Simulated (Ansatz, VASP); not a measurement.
ReAgRu: VASP beside Ansatz

```xyz
6
Lattice="3.9609 0.0000 0.0000 0.0000 3.9609 0.0000 0.0000 0.0000 6.4679" Properties=species:S:1:pos:R:3 pbc="T T T"
Re    1.9805    0.0000    1.5687
Re    0.0000    1.9805    4.8992
Ag    1.9805    0.0000    4.2176
Ag    0.0000    1.9805    2.2503
Ru    0.0000    0.0000    0.0000
Ru    1.9805    1.9805    0.0000
```

Alike in both runs: functional PBE; k mesh 10 × 10 × 6; occupations gaussian, width 0.1 eV; no spin polarisation.

Ansatz relaxed the structure, and its values are those at the end. VASP's run is a single point on that final structure, the one shown.

|  | VASP | Ansatz |
| --- | --- | --- |
| version | VASP 6.6.1 | Ansatz 0.2.0 |
| potentials or method | VASP PAW PBE potentials, release 64 (Re, Ag, Ru_pv), cutoff 520 eV | scalar-relativistic, plane waves, PAW |
| valence electrons in the cell | 64 | 100 |

VASP gave:

* gap on the k mesh at the Fermi level (eV): none
* pressure (GPa): -0.1
* rms of the force components (eV/Å): 0.006

Q: What did Ansatz give for the same quantities?

A: gap on the k mesh at the Fermi level (eV): none; pressure (GPa): 0.0; rms of the force components (eV/Å): 0.001.

A gap of «none» marks a metal or a gap that the smearing closes. VASP's potentials hold 64 valence electrons a cell and Ansatz's 100, so a difference there can come from the potentials and not from the codes.

Spin-orbit coupling is off throughout.
